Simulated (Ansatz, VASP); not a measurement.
Bi: VASP beside Ansatz

The input INCAR:

```
PREC = Accurate
ENCUT = 520
EDIFF = 1E-8
ISMEAR = -1
SIGMA = 0.03
LREAL = False
LASPH = True
NELM = 80
ALGO = Normal
ISIF = 2
LWAVE = False
LCHARG = False
GGA = PE
LEFG = True
NBANDS = 22
```

KPOINTS

```
regular mesh
0
Gamma
  11 11 11
```

The input POSCAR:

```
Bi
1.0
    2.2880530951      1.3210080704      3.9801861936
   -2.2880530951      1.3210080704      3.9801861936
    0.0000000000     -2.6420161407      3.9801861936
Bi
2
Direct
    0.2338900000      0.2338900000      0.2338900000
    0.7661100000      0.7661100000      0.7661100000
```

Input for Ansatz:

```yaml
crystal:
  lattice:
    - [2.2880530951, 1.3210080704, 3.9801861936]
    - [-2.2880530951, 1.3210080704, 3.9801861936]
    - [0.0, -2.6420161407, 3.9801861936]
  atoms:
    - { symbol: Bi, position: [0.23389, 0.23389, 0.23389] }
    - { symbol: Bi, position: [0.76611, 0.76611, 0.76611] }
kpoints:
  mp_grid: { grid: [11, 11, 11] }
scf:
  occupations: { method: fermi_dirac, width: 0.03 }
hamiltonian:
  xc: pbe
  pseudopotentials: { kind: all_electron, datasets: crystal }
output:
  forces: true
  stress: true
  eigenvalues: true
  efg: { contact_densities: true }
```

Change from the starting cell: volume scaled by 1.02, crystal datasets.

Alike in both runs: task electric field gradients; functional PBE; k mesh 11 × 11 × 11; occupations fermi-dirac, width 0.03 eV; no spin polarisation.

|  | VASP | Ansatz |
| --- | --- | --- |
| version | VASP 6.6.1 | Ansatz 0.2.0 |
| potentials or method | VASP PAW PBE potentials, release 64 (Bi_d), cutoff 520 eV | all-electron PAW with datasets made for the crystal, scalar-relativistic |

|  | VASP | Ansatz | Ansatz less VASP |
| --- | --- | --- | --- |
| pressure (GPa) | 0.8 | 0.8 | +0.07 |
| traceless stress, the component that is largest in VASP (GPa) | 0.18 | 0.18 | 0.000 |
| rms of the force components (eV/Å) | 0.062 | 0.058 | -0.0034 |
| size of Vzz on the site where it differs most (V/Å²) | 34.2 | 36.0 | +1.84 |

Atom by atom the forces differ by 0.003 eV/Å (rms over components). Ansatz ran all-electron here, and VASP with PAW potentials.

Spin-orbit coupling is off throughout.
